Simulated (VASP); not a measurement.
Wanted: the native input for a VASP 6.6.1 run.

| Item | Value |
| --- | --- |
| Task | relaxation of shape and atoms at fixed volume |
| Functional | PBE |
| Potentials or basis | VASP PAW PBE potentials, release 64 (Co, O) |
| Cutoff | 600 eV |
| k mesh | 18 × 18 × 18 |
| Occupations | gaussian, width 0.1 eV |
| Spin | collinear spin, ferromagnetic start |
| Starting moments | [2.7, 0.34] μB |
| Dipole correction | no |
| Further INCAR settings | ALGO = Normal; EDIFF = 1e-06; IBRION = 2; EDIFFG = -0.01; NSW = 50; ISIF = 4 |

The structure of CoO lies in POSCAR:

```
CoO
1.0
    1.5606442339      0.9010383685      2.3212539010
   -1.5606442339      0.9010383685      2.3212539010
    0.0000000000     -1.8020767370      2.3212539010
Co O
1 1
Direct
    0.0000000000      0.0000000000      0.0000000000
    0.5000000000      0.5000000000      0.5000000000
```

One way to write it, as run:

INCAR

```
SYSTEM = CoO
ALGO = Normal
EDIFF = 1E-6
EDIFFG = -0.01
ENCUT = 600
GGA = PE
IBRION = 2
ISIF = 4
ISMEAR = 0
ISPIN = 2
KPAR = 4
LASPH = .TRUE.
LCHARG = .FALSE.
LMAXMIX = 4
LORBIT = 11
LREAL = .FALSE.
LWAVE = .FALSE.
MAGMOM = 2.7 0.34
NELM = 150
NSW = 50
PREC = Accurate
SIGMA = 0.1
```

KPOINTS

```
k-points
0
G
  18 18 18
  0 0 0
```

Potentials or basis: VASP PAW PBE potentials, release 64 (Co, O).

The run is started by

```console
$ cat potpaw_PBE.64/Co/POTCAR potpaw_PBE.64/O/POTCAR > POTCAR
$ mpirun -np 4 vasp_std > vasp.out
```

Results of the run:

The energy gained by relaxing is 0.5 meV/atom, the ionic steps are 4 and the pressure after relaxing is -5.1 GPa. The net moment is 2.93 μB per cell. The site moments are Co +2.57; O +0.30 μB and the valence electrons inside the program's atomic spheres are Co 7.77; O 4.97.

Caveat: a cell with one magnetic atom can't hold antiferromagnetic order, which such compounds often take.

It took 6.6 min on 4 MPI ranks on Oxide Virtual Turin-like Processor, with other jobs on the host, peak memory 0.38 GiB a rank.
